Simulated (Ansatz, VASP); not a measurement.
**One calculation of TiAl3, two programs**

File POSCAR:

```
TiAl3
1.0
   -1.8720936454      1.8720936454      4.1932836873
    1.8720936454     -1.8720936454      4.1932836873
    1.8720936454      1.8720936454     -4.1932836873
Ti Al
1 3
Direct
    0.0000000000      0.0000000000      0.0000000000
    0.2500000000      0.7500000000      0.5000000000
    0.7500000000      0.2500000000      0.5000000000
    0.5000000000      0.5000000000      0.0000000000
```

The input INCAR.step1:

```
PREC = Accurate ; ENCUT = 520
ISMEAR = -1 ; SIGMA = 0.05
LREAL = False ; LASPH = True
NELM = 60 ; NBANDS = 18
GGA = PE ; ALGO = Normal
EDIFF = 1E-4 ; LWAVE = True
LCHARG = False
```

Contents of INCAR.step2:

```
PREC = Accurate ; ENCUT = 520
EDIFF = 1E-6 ; ISMEAR = -1
SIGMA = 0.05 ; LREAL = False
LASPH = True ; NELM = 60
ALGO = Normal ; ISIF = 2
LWAVE = False ; LCHARG = False
METAGGA = R2SCAN ; LMIXTAU = True
NBANDS = 18 ; ISTART = 1
```

Contents of KPOINTS:

```
regular mesh
0
Gamma
  10 10 10
```

File input.yaml:

```yaml
crystal:
  lattice:
    - [-1.8720936454, 1.8720936454, 4.1932836873]
    - [1.8720936454, -1.8720936454, 4.1932836873]
    - [1.8720936454, 1.8720936454, -4.1932836873]
  atoms:
    - { symbol: Ti, position: [0.0, 0.0, 0.0] }
    - { symbol: Al, position: [0.25, 0.75, 0.5] }
    - { symbol: Al, position: [0.75, 0.25, 0.5] }
    - { symbol: Al, position: [0.5, 0.5, 0.0] }
hamiltonian:
  xc: r2scan
  pseudopotentials: { kind: paw }
kpoints:
  mp_grid: { grid: [10, 10, 10] }
scf:
  occupations: { method: fermi_dirac, width: 0.05 }
output:
  forces: true
  stress: true
  eigenvalues: true
  write_density: true
  write_potential: true
  elf: true
  volumetric_format: npy
```

Alike in both runs: task single point; functional r2SCAN; k mesh 10 × 10 × 10; occupations fermi-dirac, width 0.05 eV; no spin polarisation.

```csv
,VASP,Ansatz
version,VASP 6.6.1,Ansatz 0.2.0
potentials or method,"VASP PAW PBE potentials, release 64 (Ti_sv, Al)",Ansatz PAW
plane-wave cutoff (eV),520,500
valence electrons in the cell,21,21
```

Ansatz gave:

```
gap on the k mesh at the Fermi level (eV)                     : none
pressure (GPa)                                                : 8.2
traceless stress, the component that is largest in VASP (GPa) : -0.44
```

Question: Estimate VASP's values.

Answer: gap on the k mesh at the Fermi level (eV): none; pressure (GPa): 8.1; traceless stress, the component that is largest in VASP (GPa): -0.43.

VASP's potentials were made for PBE, not for r2SCAN. A gap of «none» marks a metal or a gap that the smearing closes. The functional is the same, so the differences come from potentials, cutoffs and numerics.
